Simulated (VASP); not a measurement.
# AlGa2N3 (P-3m1) in VASP: further runs

The runs below take AlGa2N3 through single point, relaxation of cell and atoms, with PBE.

Everything below comes from runs of VASP 6.6.1. Logs are shortened: lines on timing, memory, paths and dates and some standing lists are left out, and cuts for length are marked.

## Step 1: The cell of the first run

The structure is trigonal, space group P-3m1 (No. 164). The conventional cell has a = 2.972 Å, b = 2.972 Å, c = 7.285 Å, α = 90.00°, β = 90.00°, γ = 120.00°. Al (site symmetry -3m) has 6 N at 2.06 Å within 2.7 Å. Ga (site symmetry 3m) has 6 N at 2.12 to 2.13 Å within 2.8 Å. N (site symmetry 3m) has 3 Al at 2.06 Å and 3 Ga at 2.13 Å within 2.7 Å. N (site symmetry -3m) has 6 Ga at 2.12 Å within 2.8 Å.

## Step 2: Single point, PBE

Contents of INCAR:

```
ALGO     = Normal         # electronic algorithm
EDIFF    = 1E-6           # SCF threshold, eV
ENCUT    = 520            # plane-wave cutoff, eV
GGA      = PE             # functional
ISIF     = 2              # what is computed and relaxed
ISMEAR   = 0              # smearing method
LASPH    = T              # aspherical terms in the spheres
LCHARG   = T              # write CHGCAR
LELF     = T              # ELF
LREAL    = F              # projectors in reciprocal space
LVHAR    = T            
LWAVE    = F              # write WAVECAR
NBANDS   = 31             # bands
NELM     = 60             # most SCF steps
PREC     = Accurate       # precision mode
SIGMA    = 0.1            # smearing width, eV
```

Contents of KPOINTS:

```
k-points
0
Gamma
  6 6 2
```

Contents of POSCAR:

```
AlGa2N3
1.0
    2.9717150732      0.0000000025      0.0000000000
   -1.4858575388      2.5735807449      0.0000000000
    0.0000000000      0.0000000000      7.2846909605
Al Ga N
1 2 3
Direct
    0.0000000000      0.0000000000      0.0000000000
    0.3333333333      0.6666666667      0.6699740141
    0.6666666667      0.3333333333      0.3300259859
    0.6666666667      0.3333333333      0.8425489412
    0.0000000000      0.0000000000      0.5000000000
    0.3333333333      0.6666666667      0.1574510588
```

Potentials or basis: VASP PAW PBE potentials, release 64 (Al, Ga_d, N).

Launch:

```bash
> cat potpaw_PBE.64/Al/POTCAR potpaw_PBE.64/Ga_d/POTCAR potpaw_PBE.64/N/POTCAR > POTCAR
> mpirun -np 1 vasp_std > vasp.out
```

OUTCAR:

```text
EDIFF = 1E-6
   ENCUT = 520
   GGA = PE
   ISIF = 2
   ISMEAR = 0
   LASPH = T
   LREAL = F
   NELM = 60
   PREC = Accurate

 ion  position               nearest neighbor table
   1  0.000  0.000  0.000-   4 2.06   6 2.06   6 2.06   4 2.06   4 2.06   6 2.06   2 2.95   3 2.95
                             2 2.95   3 2.95   2 2.95   3 2.95
   2  0.333  0.667  0.670-   5 2.12   5 2.12   5 2.12   4 2.13   4 2.13   4 2.13   1 2.95   1 2.95
                             1 2.95
   3  0.667  0.333  0.330-   5 2.12   5 2.12   5 2.12   6 2.13   6 2.13   6 2.13   1 2.95   1 2.95
                             1 2.95
   4  0.667  0.333  0.843-   1 2.06   1 2.06   1 2.06   2 2.13   2 2.13   2 2.13
   5  0.000  0.000  0.500-   2 2.12   3 2.12   2 2.12   3 2.12   3 2.12   2 2.12
   6  0.333  0.667  0.157-   1 2.06   1 2.06   1 2.06   3 2.13   3 2.13   3 2.13

  LATTYP: Found a hexagonal cell.
 ALAT       =     2.9717150732
 C/A-ratio  =     2.4513423330

  Lattice vectors:

 A1 = (   2.9717150732,   0.0000000025,   0.0000000000)
 A2 = (  -1.4858575388,   2.5735807449,   0.0000000000)
 A3 = (   0.0000000000,   0.0000000000,   7.2846909605)

Analysis of symmetry for initial positions (statically):
=====================================================================
 Subroutine PRICEL returns:
 Original cell was already a primitive cell.

 Routine SETGRP: Setting up the symmetry group for a
 hexagonal supercell.

 Subroutine GETGRP returns: Found 12 space group operations
 (whereof 12 operations were pure point group operations)
 out of a pool of 24 trial point group operations.

The static configuration has the point symmetry D_3d.

Analysis of symmetry for dynamics (positions and initial velocities):
=====================================================================
 Subroutine PRICEL returns:
 Original cell was already a primitive cell.

 Routine SETGRP: Setting up the symmetry group for a
 hexagonal supercell.

 Subroutine GETGRP returns: Found 12 space group operations
 (whereof 12 operations were pure point group operations)
 out of a pool of 24 trial point group operations.

The dynamic configuration has the point symmetry D_3d.

 Subroutine INISYM returns: Found 12 space group operations
 (whereof 12 operations are pure point group operations),
 and found     1 'primitive' translations

----------------------------------------------------------------------------------------

                                     Primitive cell

  volume of cell :      55.7129

  direct lattice vectors                    reciprocal lattice vectors
     2.971715073  0.000000003  0.000000000     0.336506016  0.194281839  0.000000000
    -1.485857539  2.573580745  0.000000000    -0.000000000  0.388563678  0.000000000
     0.000000000  0.000000000  7.284690960     0.000000000  0.000000000  0.137274183

  length of vectors
     2.971715073  2.971715073  7.284690960     0.388563678  0.388563678  0.137274183

  position of ions in fractional coordinates (direct lattice)
     0.000000000  0.000000000  0.000000000
     0.333333333  0.666666667  0.669974014
     0.666666667  0.333333333  0.330025986
     0.666666667  0.333333333  0.842548941
     0.000000000  0.000000000  0.500000000
     0.333333333  0.666666667  0.157451059

  ion indices of the primitive-cell ions
   primitive index   ion index
                 1           1
                 2           2
                 3           3
                 4           4
                 5           5
                 6           6

----------------------------------------------------------------------------------------

 KPOINTS: k-points

Automatic generation of k-mesh.
 Grid dimensions read from file:
 generate k-points for:    6    6    2

 Generating k-lattice:

  Cartesian coordinates                     Fractional coordinates (reciprocal lattice)
     0.056084336  0.032380307  0.000000000     0.166666667 -0.000000000  0.000000000
    -0.000000000  0.064760613  0.000000000     0.000000000  0.166666667  0.000000000
     0.000000000  0.000000000  0.068637091     0.000000000  0.000000000  0.500000000

  Length of vectors
     0.064760613  0.064760613  0.068637091

  Shift w.r.t. Gamma in fractional coordinates (k-lattice)
     0.000000000  0.000000000  0.000000000

 Subroutine IBZKPT returns following result:
 ===========================================

 Found     14 irreducible k-points:

 Following reciprocal coordinates:
            Coordinates               Weight
  0.000000  0.000000  0.000000      1.000000
  0.166667  0.000000  0.000000      6.000000
  0.333333  0.000000  0.000000      6.000000
  0.500000 -0.000000  0.000000      3.000000
  0.166667  0.166667  0.000000      6.000000
  0.333333  0.166667  0.000000     12.000000
  0.333333  0.333333  0.000000      2.000000
  0.000000  0.000000  0.500000      1.000000
  0.166667  0.000000  0.500000      6.000000
  0.333333  0.000000  0.500000      6.000000
  0.500000 -0.000000  0.500000      3.000000
  0.166667  0.166667  0.500000      6.000000
  0.333333  0.166667  0.500000     12.000000
  0.333333  0.333333  0.500000      2.000000
   k-points           NKPTS =     14   k-points in BZ     NKDIM =     14   number of bands    NBANDS=     31
   number of dos      NEDOS =    301   number of ions     NIONS =      6
   total plane-waves  NPLWV =  31104
   dimension x,y,z NGX =    24 NGY =   24 NGZ =   54
   dimension x,y,z NGXF=    48 NGYF=   48 NGZF=  108
   ions per type =               1   2   3
   NGX,Y,Z   is equivalent  to a cutoff of  13.43, 13.43, 12.32 a.u.
   NGXF,Y,Z  is equivalent  to a cutoff of  26.85, 26.85, 24.65 a.u.
 SYSTEM =  unknown system
   PREC   = accura    normal or accurate (medium, high low for compatibility)
   ISTART =      0    job   : 0-new  1-cont  2-samecut
   ICHARG =      2    charge: 1-file 2-atom 10-const
   ISPIN  =      1    spin polarized calculation?
   LNONCOLLINEAR =      F non collinear calculations
   LSORBIT =      F    spin-orbit coupling
   LASPH  =      T    aspherical Exc in radial PAW
   ENCUT  =  520.0 eV  38.22 Ry    6.18 a.u.   5.53  5.53 13.54*2*pi/ulx,y,z
   NELM   =     60;   NELMIN=  2; NELMDL= -5     # of ELM steps
   EDIFF  = 0.1E-05   stopping-criterion for ELM
   LREAL  =      F    real-space projection
   EDIFFG = 0.1E-04   stopping-criterion for IOM
   NSW    =      0    number of steps for IOM
   IBRION =     -1    ionic relax: 0-MD 1-quasi-New 2-CG
   NFREE  =      0    steps in history (QN), initial steepest desc. (CG)
   ISIF   =      2    stress and relaxation
   ISYM   =      2    0-nonsym 1-usesym 2-fastsym
   POTIM  = 0.5000    time-step for ionic-motion
   TEBEG  =    0.0;   TEEND  =   0.0 temperature during run
   PSTRESS=    0.0 pullay stress
   NELECT =      44.0000    total number of electrons
   NUPDOWN=      -1.0000    fix difference up-down
   EMIN   =  10.00;   EMAX   =-10.00  energy-range for DOS
   EFERMI =   0.00;   METHOD = LEGACY
   ISMEAR =     0;   SIGMA  =   0.10  broadening in eV -4-tet -1-fermi 0-gaus
   EFERMI_NEDOS =   21; number of points for ismear=-14 and -15
   IALGO  =     38    algorithm
   IMIX   =      4    mixing-type and parameters
     AMIX     =   0.40;   BMIX     =  1.00
     AMIX_MAG =   1.60;   BMIX_MAG =  1.00
  volume/ion in A,a.u.               =       9.29        62.66
  Fermi-wavevector in a.u.,A,eV,Ry     =   1.513237  2.859604 31.155804  2.289887
  Thomas-Fermi vector in A             =   2.623055
   LORBIT       =      0    0 simple, 1 ext, 2 COOP (PROOUT), +10 PAW based schemes
   GGA     = PE    functional components
   LHFCALC =     F    Hartree Fock is set to
   AEXX    =    0.0000 exact exchange contribution
   IVDW    =     0    specifies the selected vdW correction
   LEPSILON=     F    determine dielectric tensor
   LRPA    =     F    only Hartree local field effects (RPA)
 non-spin polarized calculation
 Gauss-broadening in eV      SIGMA  =   0.10
  energy-cutoff  :      520.00
  volume of cell :       55.71
 maximum number of plane-waves:      1528
 NGX is ok and might be reduce to    24
   NGX = 11   NGY = 11   NGZ = 27

 number of electron      44.0000011 magnetization

 Free energy of the ion-electron system (eV)
  ---------------------------------------------------
  ext. energy  EPLUGINS =         0.00000000
  ---------------------------------------------------
  free energy    TOTEN  =       -36.81184536 eV

  energy without entropy =      -36.81184536  energy(sigma->0) =      -36.81184536

 E-fermi :   8.6884     XC(G=0): -12.7002

 val. band max:        8.1717709886   @ k =   0.1667   0.1667   0.0000
 cond. band min:       9.6463388974   @ k =   0.5000  -0.0000   0.0000
 fundamental gap:      1.4745679088
 Fermi energy:         8.6883863421

 k-point     1 :       0.0000    0.0000    0.0000
  band No.  band energies     occupation
      1      -8.9146      2.00000
      2      -7.0161      2.00000
      3      -6.9579      2.00000
      4      -5.8384      2.00000
      5      -5.8384      2.00000
      6      -5.8009      2.00000
[... 23 lines left out ...]
     30      18.8967      0.00000
     31      19.2203      0.00000

 k-point     2 :       0.1667    0.0000    0.0000
  band No.  band energies     occupation
      1      -8.4467      2.00000
      2      -7.0479      2.00000
      3      -6.7273      2.00000
      4      -5.8216      2.00000
      5      -5.7863      2.00000
      6      -5.7795      2.00000
[... 23 lines left out ...]
     30      18.9465      0.00000
     31      19.3280      0.00000

 k-point     3 :       0.3333    0.0000    0.0000
  band No.  band energies     occupation
      1      -7.3231      2.00000
      2      -7.0965      2.00000
      3      -6.3622      2.00000
      4      -5.8514      2.00000
      5      -5.8148      2.00000
      6      -5.7748      2.00000
[... 23 lines left out ...]
     30      18.8569      0.00000
     31      18.8692      0.00000

 k-point     4 :       0.5000   -0.0000    0.0000
  band No.  band energies     occupation
      1      -7.2339      2.00000
      2      -6.7169      2.00000
      3      -5.8828      2.00000
      4      -5.8711      2.00000
      5      -5.7974      2.00000
      6      -5.6803      2.00000
[... 23 lines left out ...]
     30      19.3406      0.00000
     31      19.5836      0.00000

 k-point     5 :       0.1667    0.1667    0.0000
  band No.  band energies     occupation
      1      -7.6113      2.00000
      2      -7.0650      2.00000
      3      -6.5762      2.00000
      4      -5.7965      2.00000
      5      -5.7722      2.00000
      6      -5.7672      2.00000
[... 23 lines left out ...]
     30      18.1685      0.00000
     31      18.2725      0.00000
[... 202 lines left out ...]
     30      18.7997      0.00000
     31      19.0815      0.00000

 k-point    12 :       0.1667    0.1667    0.5000
  band No.  band energies     occupation
      1      -7.3448      2.00000
      2      -7.3309      2.00000
      3      -6.5818      2.00000
      4      -5.8074      2.00000
      5      -5.7718      2.00000
      6      -5.7671      2.00000
[... 23 lines left out ...]
     30      18.2270      0.00000
     31      19.1099      0.00000

 k-point    13 :       0.3333    0.1667    0.5000
  band No.  band energies     occupation
      1      -7.1461      2.00000
      2      -6.6424      2.00000
      3      -6.3814      2.00000
      4      -5.8291      2.00000
      5      -5.8154      2.00000
      6      -5.7001      2.00000
[... 23 lines left out ...]
     30      18.7208      0.00000
     31      19.0304      0.00000

 k-point    14 :       0.3333    0.3333    0.5000
  band No.  band energies     occupation
      1      -6.9868      2.00000
      2      -6.5543      2.00000
      3      -6.5543      2.00000
      4      -5.7533      2.00000
      5      -5.7533      2.00000
      6      -5.7496      2.00000
[... 23 lines left out ...]
     30      19.2127      0.00000
     31      19.2127      0.00000

------------------------ aborting loop because EDIFF is reached ----------------------------------------

  FORCE on cell =-STRESS in cart. coord.  units (eV):
  Direction    XX          YY          ZZ          XY          YZ          ZX
  --------------------------------------------------------------------------------------
  -------------------------------------------------------------------------------------
  Total        0.1484483      0.1484483      0.1640360     -0.0000000      0.0000000     -0.0000000
  in kB        4.2690354      4.2690354      4.7173004     -0.0000000      0.0000000     -0.0000000
  external PRESSURE =       4.4184571 kB  Pullay stress =       0.0000000 kB

 VOLUME and BASIS-vectors are now :
 -----------------------------------------------------------------------------
  energy-cutoff  :      520.00
  volume of cell :       55.71
      direct lattice vectors                 reciprocal lattice vectors
     2.971715073  0.000000003  0.000000000     0.336506016  0.194281839  0.000000000
    -1.485857539  2.573580745  0.000000000    -0.000000000  0.388563678  0.000000000
     0.000000000  0.000000000  7.284690960     0.000000000  0.000000000  0.137274183

 POSITION                                       TOTAL-FORCE (eV/Angst)
 -----------------------------------------------------------------------------------
      0.00000      0.00000      0.00000         0.000000     -0.000000      0.000000
     -0.00000      1.71572      4.88055         0.000000      0.000000      0.006130
      1.48586      0.85786      2.40414        -0.000000     -0.000000     -0.006130
      1.48586      0.85786      6.13771         0.000000     -0.000000      0.044103
      0.00000      0.00000      3.64235         0.000000     -0.000000      0.000000
     -0.00000      1.71572      1.14698        -0.000000      0.000000     -0.044103
 -----------------------------------------------------------------------------------
    total drift:                                0.000000     -0.000000      0.000000

  FREE ENERGIE OF THE ION-ELECTRON SYSTEM (eV)
  ---------------------------------------------------
  free  energy   TOTEN  =       -36.8118453643 eV

  energy  without entropy=      -36.8118453643  energy(sigma->0) =      -36.81184536
```

It took 17 s on 1 thread of AMD EPYC 9R45 (Zen 5), shared host; peak memory 0.15 GiB.

Results:

```yaml
Free_energy: -36.8118 eV
Pressure: 0.4 GPa
Largest_force: 0.044 eV/Å
Band_gap_on_the_k_mesh: 1.47 eV (least direct gap 2.42 eV)
```

Forces on the atoms (eV/Å):
```
Al   0.000  0.000  0.000
Ga   0.000  0.000  0.006
Ga   0.000  0.000 -0.006
N    0.000  0.000  0.044
N    0.000  0.000  0.000
N    0.000  0.000 -0.044
```

Levels at points of the mesh, in eV from the valence-band top:
```tsv
k point	band 20	band 21	band 22	band 23	band 24	band 25
(0.00, 0.00, 0.00)	-0.27	-0.06	-0.06	2.90	5.34	5.46
(0.50, 0.00, 0.00)	-1.93	-1.33	-0.94	1.47	5.72	5.97
(0.00, 0.00, 0.50)	-0.19	-0.13	-0.13	4.34	4.98	5.11
(0.50, 0.00, 0.50)	-2.31	-0.37	-0.34	2.74	3.94	4.98
```

Caveat: the k points lie up to 0.43 Å⁻¹ apart. A k mesh can miss the band edges.

(Part 1 of 2 ends here.)

The gap in the log of VASP goes by the Fermi energy; the results here count the filled bands.